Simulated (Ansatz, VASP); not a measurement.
CdSiP2 in VASP and in Ansatz

```xyz
8
Lattice="-2.8333 2.8333 5.2363 2.8333 -2.8333 5.2363 2.8333 2.8333 -5.2363" Properties=species:S:1:pos:R:3 pbc="T T T"
Cd    0.0000    2.8333    2.6181
Cd    0.0000    0.0000    0.0000
Si    0.0000    0.0000    5.2363
Si    2.8333    0.0000    2.6181
P     1.1582    1.4167    6.5454
P     1.4167   -1.1582    3.9272
P     1.6751    1.4167    1.3091
P     1.4167    3.9916   -1.3091
```

Alike in both runs: task single point; functional PBE; k mesh 6 × 6 × 6; no spin polarisation.

|  | VASP | Ansatz |
| --- | --- | --- |
| version | VASP 6.6.1 | Ansatz 0.2.0 |
| potentials or method | VASP PAW PBE potentials, release 64 (Cd, Si, P) | plane waves, PAW |
| plane-wave cutoff (eV) | 500 | 420 |
| occupations | gaussian, width 0.01 eV | fixed |
| valence electrons in the cell | 52 | 68 |

|  | VASP | Ansatz | Ansatz less VASP |
| --- | --- | --- | --- |
| gap on the k mesh at the Fermi level (eV) | 1.36 | 1.36 | 0.000 |
| pressure (GPa) | 2.6 | 2.5 | -0.09 |
| traceless stress, the component that is largest in VASP (GPa) | -0.09 | -0.07 | +0.017 |
| rms of the force components (eV/Å) | 0.002 | 0.021 | +0.0187 |

Atom by atom the forces differ by 0.019 eV/Å (rms over components). VASP's potentials hold 52 valence electrons a cell and Ansatz's 68, so a difference there can come from the potentials and not from the codes.
